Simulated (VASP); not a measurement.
Write the native input for VASP 6.6.1 that does the following.

| Quantity | Value |
| --- | --- |
| Task | electric field gradients |
| Functional | LDA |
| Potentials or basis | VASP PAW LDA potentials, release 64 (Al, N) |
| Cutoff | 520 eV |
| k mesh | 12 × 12 × 12 |
| Occupations | fermi-dirac, width 0.01 eV |
| Spin | no spin polarisation |
| Dipole correction | no |
| Further INCAR settings | ALGO = Normal; EDIFF = 1e-08; NBANDS = 11 |

The structure of AlN lies in POSCAR:

```
AlN
1.0
    0.0395600000      1.9977800000      1.9977800000
    1.9977800000      0.0395600000      1.9977800000
    1.9977800000      1.9977800000      0.0395600000
Al N
1 1
Direct
    0.0000000000      0.0000000000      0.0000000000
    0.5000000000      0.5000000000      0.5000000000
```

This cell differs from its parent crystal: equal xy, yz and zx shear strains of +2 %.

One way to write it, as run:

INCAR

```
SYSTEM = AlN
PREC     = Accurate       ! precision mode
ENCUT    = 520            ! plane-wave cutoff, eV
EDIFF    = 1E-8           ! SCF threshold, eV
ISMEAR   = -1             ! smearing method
SIGMA    = 0.01           ! smearing width, eV
LREAL    = .False.        ! projectors in reciprocal space
LASPH    = .True.         ! aspherical terms in the spheres
NELM     = 100            ! most SCF steps
ALGO     = Normal         ! electronic algorithm
ISIF     = 2              ! what is computed and relaxed
LWAVE    = .False.        ! write WAVECAR
LCHARG   = .False.        ! write CHGCAR
LEFG     = .True.       
NBANDS   = 11             ! bands
```

KPOINTS

```
regular mesh
0
Gamma
  12 12 12
  0 0 0
```

Potentials or basis: VASP PAW LDA potentials, release 64 (Al, N).

Run with:

```console
$ cat potpaw_LDA.64/Al/POTCAR potpaw_LDA.64/N/POTCAR > POTCAR
$ mpirun -np 1 vasp_std > vasp.out
```

It gave:

| Quantity | Value |
| --- | --- |
| Pressure | 13.4 GPa |
| Band gap on the k mesh | 4.60 eV, indirect (least direct gap 6.54 eV) |

Caveat: the cell differs from its parent crystal (equal xy, yz and zx shear strains of +2 %); without QUAD_EFG the Cq values of the log hold for a quadrupole moment of 1 mb, not for the nuclei.

It took 19 s on 1 thread of Intel(R) Xeon(R) Platinum 8259CL CPU @ 2.50GHz (Skylake/Cascade Lake), with other jobs on the host, peak memory 0.15 GiB.
